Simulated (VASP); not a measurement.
Co: single point with PBEsol

The system is Co.

```
Co
1.0
    -1.38282    1.38282    1.38282
     1.38282   -1.38282    1.38282
     1.38282    1.38282   -1.38282
Co
1
Direct
  0.00000 0.00000 0.00000
```

```json
{"Program": "VASP 6.6.1", "Task": "single point", "Functional": "PBEsol", "Potentials or basis": "VASP PAW PBE potentials, release 64 (Co)", "Cutoff": "520 eV", "k mesh": "18 × 18 × 18", "Occupations": "fermi-dirac, width 0.05 eV", "Spin": "collinear spin, ferromagnetic start", "Starting moments": "[1.782] μB", "Dipole correction": "no", "Further INCAR settings": "ALGO = Normal; EDIFF = 1e-06; NBANDS = 14"}
```

* Pressure: -0.9 GPa
* Net moment: 1.69 μB per cell
* Site moments: Co +1.70 μB
* Valence electrons inside the program's atomic spheres: Co 8.32

Levels at points of the mesh, in eV from the Fermi level:
Spin up:
| k point | band 2 | band 3 | band 4 | band 5 | band 6 | band 7 | band 8 | band 9 |
| --- | --- | --- | --- | --- | --- | --- | --- | --- |
| (0.00, 0.00, 0.00) | -3.07 | -3.07 | -3.07 | -1.85 | -1.85 | 25.59 | 25.59 | 25.59 |
| (0.50, 0.00, 0.00) | -4.12 | -1.80 | -1.67 | -0.46 | -0.15 | 6.71 | 18.60 | 20.29 |
| (0.50, 0.50, 0.50) | -5.53 | -0.72 | -0.72 | -0.72 | 9.65 | 9.65 | 9.65 | 15.54 |
Spin down:
```csv
k point,band 1,band 2,band 3,band 4,band 5,band 6,band 7,band 8,band 9
"(0.00, 0.00, 0.00)",-9.37,-1.54,-1.54,-1.54,0.29,0.29,25.47,25.47,25.47
"(0.50, 0.00, 0.00)",-4.63,-2.75,-0.07,0.18,0.52,1.31,7.75,18.66,20.67
"(0.50, 0.50, 0.50)",-4.08,-4.08,1.03,1.03,1.03,9.83,9.83,9.83,16.36
```

Run time: 61 s on 1 thread of Intel Xeon 6975P-C, on a shared host, peak memory 0.16 GiB.

Caveat: the PAW data sets were made with another functional, which shifts forces and pressure a little.
